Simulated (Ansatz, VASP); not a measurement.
## Tc in VASP and in Ansatz

```
Tc
1.0
     0.00000    1.91019    1.91019
     1.91019    0.00000    1.91019
     1.91019    1.91019    0.00000
Tc
1
Direct
  0.00000 0.00000 0.00000
```

Change from the starting cell: volume scaled by 0.94.

Alike in both runs: task single point; functional PBE; k mesh 9 × 9 × 9; occupations fermi-dirac, width 0.05 eV; non-collinear spin, spin-orbit coupling; Hubbard terms Tc d U = 8.0 eV.

|  | VASP | Ansatz |
| --- | --- | --- |
| version | VASP 6.6.1 | Ansatz 0.2.0 |
| potentials or method | VASP PAW PBE potentials, release 64 (Tc_pv), cutoff 520 eV | all-electron LAPW, relativistic spinors |

```csv
,VASP,Ansatz,Ansatz less VASP
pressure (GPa),22.8,55.3,+32.55
```

The programs project onto different local orbitals, so the same U acts differently, and such runs can settle in different states. Ansatz ran all-electron here, and VASP with PAW potentials.

Noted on Ansatz's run: U is the effective U less J, on atomic orbitals that reach past the spheres; the k mesh is thin for a metal, which can move the energy by tens of meV per atom.
